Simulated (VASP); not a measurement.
# GaN (F-43m) in VASP: further runs

GaN is run at these levels: PBE+D4, r2SCAN+rVV10; tasks: relaxation of cell and atoms.

All numbers are computed with VASP 6.6.1; they aren't measurements. Logs are shortened: lines on timing, memory, paths and dates and some standing lists are left out, and cuts for length are marked.

**1. The cell of the first run**

The structure is cubic, space group F-43m (No. 216). The conventional cell has a = 4.507 Å, b = 4.507 Å, c = 4.507 Å, α = 90.00°, β = 90.00°, γ = 90.00°. Ga (site symmetry -43m) has 4 N at 1.95 Å within 2.6 Å. N (site symmetry -43m) has 4 Ga at 1.95 Å within 2.6 Å.

**2. Relaxation of cell and atoms, PBE+D4**

Contents of INCAR:

```
PREC = Accurate ; ENCUT = 600
EDIFF = 1E-7 ; ISMEAR = 1
SIGMA = 0.02 ; LREAL = F
LASPH = T ; NELM = 80
ALGO = Normal ; ISIF = 3
LWAVE = F ; LCHARG = F
GGA = PE ; IVDW = 13
IBRION = 2 ; NSW = 80
EDIFFG = -0.05
```

Contents of KPOINTS:

```
regular mesh
0
Gamma
  8 8 8
```

Contents of POSCAR:

```
GaN
1.0
    0.0000000000      2.2535006100      2.2535006100
    2.2535006100      0.0000000000      2.2535006100
    2.2535006100      2.2535006100      0.0000000000
Ga N
1 1
Direct
    0.0000000000      0.0000000000      0.0000000000
    0.7500000000      0.7500000000      0.7500000000
```

Potentials or basis: VASP PAW PBE potentials, release 64 (Ga_d, N).

Command:

```bash
$ cat potpaw_PBE.64/Ga_d/POTCAR potpaw_PBE.64/N/POTCAR > POTCAR
$ mpirun -np 1 vasp_std > vasp.out
```

OUTCAR:

```text
PREC = Accurate
   ENCUT = 600
   EDIFF = 1E-7
   ISMEAR = 1
   LREAL = F
   LASPH = T
   NELM = 80
   ISIF = 3
   GGA = PE
   IVDW = 13
   IBRION = 2
   NSW = 80
   EDIFFG = -0.05

 ion  position               nearest neighbor table
   1  0.000  0.000  0.000-   2 1.95   2 1.95   2 1.95   2 1.95
   2  0.750  0.750  0.750-   1 1.95   1 1.95   1 1.95   1 1.95

  LATTYP: Found a face centered cubic cell.
 ALAT       =     4.5070012200

  Lattice vectors:

 A1 = (   0.0000000000,   2.2535006100,   2.2535006100)
 A2 = (   2.2535006100,   0.0000000000,   2.2535006100)
 A3 = (   2.2535006100,   2.2535006100,   0.0000000000)

Analysis of symmetry for initial positions (statically):
=====================================================================
 Subroutine PRICEL returns:
 Original cell was already a primitive cell.

 Routine SETGRP: Setting up the symmetry group for a
 face centered cubic supercell.

 Subroutine GETGRP returns: Found 24 space group operations
 (whereof 24 operations were pure point group operations)
 out of a pool of 48 trial point group operations.

The static configuration has the point symmetry T_d .

Analysis of symmetry for dynamics (positions and initial velocities):
=====================================================================
 Subroutine PRICEL returns:
 Original cell was already a primitive cell.

 Routine SETGRP: Setting up the symmetry group for a
 face centered cubic supercell.

 Subroutine GETGRP returns: Found 24 space group operations
 (whereof 24 operations were pure point group operations)
 out of a pool of 48 trial point group operations.

The dynamic configuration has the point symmetry T_d .

 Subroutine INISYM returns: Found 24 space group operations
 (whereof 24 operations are pure point group operations),
 and found     1 'primitive' translations

----------------------------------------------------------------------------------------

                                     Primitive cell

  volume of cell :      22.8877

  direct lattice vectors                    reciprocal lattice vectors
     0.000000000  2.253500610  2.253500610    -0.221877020  0.221877020  0.221877020
     2.253500610  0.000000000  2.253500610     0.221877020 -0.221877020  0.221877020
     2.253500610  2.253500610  0.000000000     0.221877020  0.221877020 -0.221877020

  length of vectors
     3.186931125  3.186931125  3.186931125     0.384302272  0.384302272  0.384302272

  position of ions in fractional coordinates (direct lattice)
     0.000000000  0.000000000  0.000000000
     0.750000000  0.750000000  0.750000000

  ion indices of the primitive-cell ions
   primitive index   ion index
                 1           1
                 2           2

----------------------------------------------------------------------------------------

 KPOINTS: regular mesh

Automatic generation of k-mesh.
 Grid dimensions read from file:
 generate k-points for:    8    8    8

 Generating k-lattice:

  Cartesian coordinates                     Fractional coordinates (reciprocal lattice)
    -0.027734628  0.027734628  0.027734628     0.125000000  0.000000000  0.000000000
     0.027734628 -0.027734628  0.027734628     0.000000000  0.125000000  0.000000000
     0.027734628  0.027734628 -0.027734628     0.000000000  0.000000000  0.125000000

  Length of vectors
     0.048037784  0.048037784  0.048037784

  Shift w.r.t. Gamma in fractional coordinates (k-lattice)
     0.000000000  0.000000000  0.000000000

 Subroutine IBZKPT returns following result:
 ===========================================

 Found     29 irreducible k-points:

 Following reciprocal coordinates:
            Coordinates               Weight
  0.000000  0.000000  0.000000      1.000000
  0.125000  0.000000  0.000000      8.000000
  0.250000  0.000000  0.000000      8.000000
[... 57 lines left out ...]
   IALGO  =     38    algorithm
   IMIX   =      4    mixing-type and parameters
     AMIX     =   0.40;   BMIX     =  1.00
     AMIX_MAG =   1.60;   BMIX_MAG =  1.00
  volume/ion in A,a.u.               =      11.44        77.23
  Fermi-wavevector in a.u.,A,eV,Ry     =   1.511117  2.855596 31.068543  2.283473
  Thomas-Fermi vector in A             =   2.621216
   LORBIT       =      0    0 simple, 1 ext, 2 COOP (PROOUT), +10 PAW based schemes
   GGA     = PE    functional components
   LHFCALC =     F    Hartree Fock is set to
   AEXX    =    0.0000 exact exchange contribution
   IVDW    =    13    specifies the selected vdW correction
   LEPSILON=     F    determine dielectric tensor
   LRPA    =     F    only Hartree local field effects (RPA)
 conjugate gradient relaxation of ions
 non-spin polarized calculation
 Methfessel and Paxton  Order N= 1 SIGMA  =   0.02
  energy-cutoff  :      600.00
  volume of cell :       22.89
 maximum number of plane-waves:       778
 NGX is ok and might be reduce to    28
   NGX = 13   NGY = 13   NGZ = 13

--------------------------------------- Ionic step        1  -------------------------------------------

 number of electron      18.0000005 magnetization

 Free energy of the ion-electron system (eV)
  ---------------------------------------------------
  ext. energy  EPLUGINS =         0.00000000
  ---------------------------------------------------
  free energy    TOTEN  =       -12.14419758 eV

  energy without entropy =      -12.14420438  energy(sigma->0) =      -12.14419985

------------------------ aborting loop because EDIFF is reached ----------------------------------------

  DFT-D4 for vdW energy calculation

  Edisp (eV):   -0.80099

  FORCE on cell =-STRESS in cart. coord.  units (eV):
  Direction    XX          YY          ZZ          XY          YZ          ZX
  --------------------------------------------------------------------------------------
  -------------------------------------------------------------------------------------
  Total      -0.10792    -0.10792    -0.10792    -0.00000     0.00000    -0.00000
  in kB      -7.55440    -7.55440    -7.55440    -0.00000     0.00000    -0.00000
  external pressure =       -7.55 kB  Pullay stress =        0.00 kB

 VOLUME and BASIS-vectors are now :
 -----------------------------------------------------------------------------
  energy-cutoff  :      600.00
  volume of cell :       22.89
      direct lattice vectors                 reciprocal lattice vectors
     0.000000000  2.253500610  2.253500610    -0.221877020  0.221877020  0.221877020
     2.253500610  0.000000000  2.253500610     0.221877020 -0.221877020  0.221877020
     2.253500610  2.253500610  0.000000000     0.221877020  0.221877020 -0.221877020

 POSITION                                       TOTAL-FORCE (eV/Angst)
 -----------------------------------------------------------------------------------
      0.00000      0.00000      0.00000         0.000000     -0.000000      0.000000
      3.38025      3.38025      3.38025        -0.000000      0.000000     -0.000000
 -----------------------------------------------------------------------------------
    total drift:                               -0.000000     -0.000000     -0.000001

  FREE ENERGIE OF THE ION-ELECTRON SYSTEM (eV)
  ---------------------------------------------------
  free  energy   TOTEN  =       -12.9451910095 eV

  energy  without entropy=      -12.9451978039  energy(sigma->0) =      -12.94519327

--------------------------------------- Ionic step        2  -------------------------------------------

 number of electron      18.0000004 magnetization

 Free energy of the ion-electron system (eV)
  ---------------------------------------------------
  ext. energy  EPLUGINS =         0.00000000
  ---------------------------------------------------
  free energy    TOTEN  =       -12.13788857 eV

  energy without entropy =      -12.13789536  energy(sigma->0) =      -12.13789083

 E-fermi :   5.3840     XC(G=0): -11.7087

 val. band max:        5.3671781475   @ k =   0.0000   0.0000   0.0000
 cond. band min:       7.1420349209   @ k =   0.0000   0.0000   0.0000
 fundamental gap:      1.7748567735
 Fermi energy:         5.3840156189

 k-point     1 :       0.0000    0.0000    0.0000
  band No.  band energies     occupation
      1     -10.6343      2.00000
      2      -8.0818      2.00000
      3      -8.0818      2.00000
      4      -8.0818      2.00000
      5      -7.7541      2.00000
      6      -7.7541      2.00000
      7       5.3672      2.00000
      8       5.3672      2.00000
      9       5.3672      2.00000
     10       7.1420      0.00000
     11      15.7180      0.00000
     12      15.7180      0.00000
     13      15.7180      0.00000
[... 354 lines left out ...]
  band No.  band energies     occupation
      1      -9.5984      2.00000
      2      -7.9753      2.00000
      3      -7.9118      2.00000
      4      -7.7748      2.00000
      5      -7.7205      2.00000
      6      -6.1970      2.00000
      7      -1.0901      2.00000
      8       2.3431      2.00000
      9       3.5820      2.00000
     10      12.0549      0.00000
     11      12.4032      0.00000
     12      15.5113      0.00000
     13      17.1265      0.00000

 [... further k-points ...]

------------------------ aborting loop because EDIFF is reached ----------------------------------------

  DFT-D4 for vdW energy calculation

  Edisp (eV):   -0.80735

  FORCE on cell =-STRESS in cart. coord.  units (eV):
  Direction    XX          YY          ZZ          XY          YZ          ZX
  --------------------------------------------------------------------------------------
  -------------------------------------------------------------------------------------
  Total       0.09712     0.09712     0.09712    -0.00000    -0.00000     0.00000
  in kB       6.85204     6.85204     6.85204    -0.00000    -0.00000     0.00000
  external pressure =        6.85 kB  Pullay stress =        0.00 kB

 VOLUME and BASIS-vectors are now :
 -----------------------------------------------------------------------------
  energy-cutoff  :      600.00
  volume of cell :       22.71
      direct lattice vectors                 reciprocal lattice vectors
    -0.000000000  2.247634487  2.247634487    -0.222456099  0.222456099  0.222456099
     2.247634487  0.000000000  2.247634487     0.222456099 -0.222456099  0.222456099
     2.247634487  2.247634487 -0.000000000     0.222456099  0.222456099 -0.222456099

 POSITION                                       TOTAL-FORCE (eV/Angst)
 -----------------------------------------------------------------------------------
      2.24763      2.24763     -0.00000         0.000000      0.000000      0.000000
      3.37145      3.37145      3.37145        -0.000000     -0.000000     -0.000000
 -----------------------------------------------------------------------------------
    total drift:                               -0.000000     -0.000000     -0.000001

  FREE ENERGIE OF THE ION-ELECTRON SYSTEM (eV)
  ---------------------------------------------------
  free  energy   TOTEN  =       -12.9452405349 eV

  energy  without entropy=      -12.9452473293  energy(sigma->0) =      -12.94524280

 reached required accuracy - stopping structural energy minimisation
```

It took 37 s on 1 thread of AMD EPYC 7R13, shared host; peak memory 0.14 GiB.

What came out:

| Quantity | Value |
| --- | --- |
| Free energy | -12.9452 eV |
| Relaxed volume | 11.35 Å³/atom |
| Relaxed cell | a = 3.179 Å, b = 3.179 Å, c = 3.179 Å, α = 60.00°, β = 60.00°, γ = 60.00° |
| Space group after relaxing (to 0.05 Å) | F-43m (No. 216) |
| Energy gained by relaxing | 0.0 meV/atom |
| Ionic steps | 2 |
| Pressure after relaxing | 0.7 GPa |
| Band gap on the k mesh | 1.77 eV, direct |
| Dispersion energy per atom | -0.404 eV |

Final structure:
```cif
data_structure
_symmetry_space_group_name_H-M 'P 1'
_symmetry_Int_Tables_number 1
_cell_length_a 3.1786
_cell_length_b 3.1786
_cell_length_c 3.1786
_cell_angle_alpha 60.000
_cell_angle_beta 60.000
_cell_angle_gamma 60.000
_cell_volume 22.71
loop_
_atom_site_label
_atom_site_type_symbol
_atom_site_fract_x
_atom_site_fract_y
_atom_site_fract_z
_atom_site_occupancy
Ga1 Ga 0.00000 0.00000 0.00000 1
N1 N 0.75000 0.75000 0.75000 1
```

PBE gaps usually lie below the measured ones, often by a third to a half.

[end of part 1 of 2]
